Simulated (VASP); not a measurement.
A run of VASP 6.6.1 is set up as follows.

The input INCAR:

```
SYSTEM = CdS
  PREC = Accurate
  ENCUT = 520
  EDIFF = 1E-7
  ISMEAR = -1
  SIGMA = 0.08
  LREAL = .FALSE.
  LASPH = .TRUE.
  NELM = 60
  ALGO = Normal
  ISIF = 2
  LWAVE = .FALSE.
  LCHARG = .TRUE.
  LELF = .TRUE.
  LVHAR = .TRUE.
  NBANDS = 16
```

File KPOINTS:

```
regular mesh
0
G
  16 16 16
  0 0 0
```

POSCAR

```
CdS
1.0
    0.0000000000      2.6517744121      2.6517744121
    2.6517744121      0.0000000000      2.6517744121
    2.6517744121      2.6517744121      0.0000000000
Cd S
1 1
Direct
    0.0000000000      0.0000000000      0.0000000000
    0.5000000000      0.5000000000      0.5000000000
```

Potentials or basis: VASP PAW LDA potentials, release 64 (Cd, S).

Launch:

```sh
$ cat potpaw_LDA.64/Cd/POTCAR potpaw_LDA.64/S/POTCAR > POTCAR
$ mpirun -np 1 vasp_std > vasp.out
```

Predict the band gap on the k mesh.

zero (band 9 reaches 3.76 eV, above the bottom of band 10 at 3.74 eV).

Predict the pressure.

2.8 GPa.
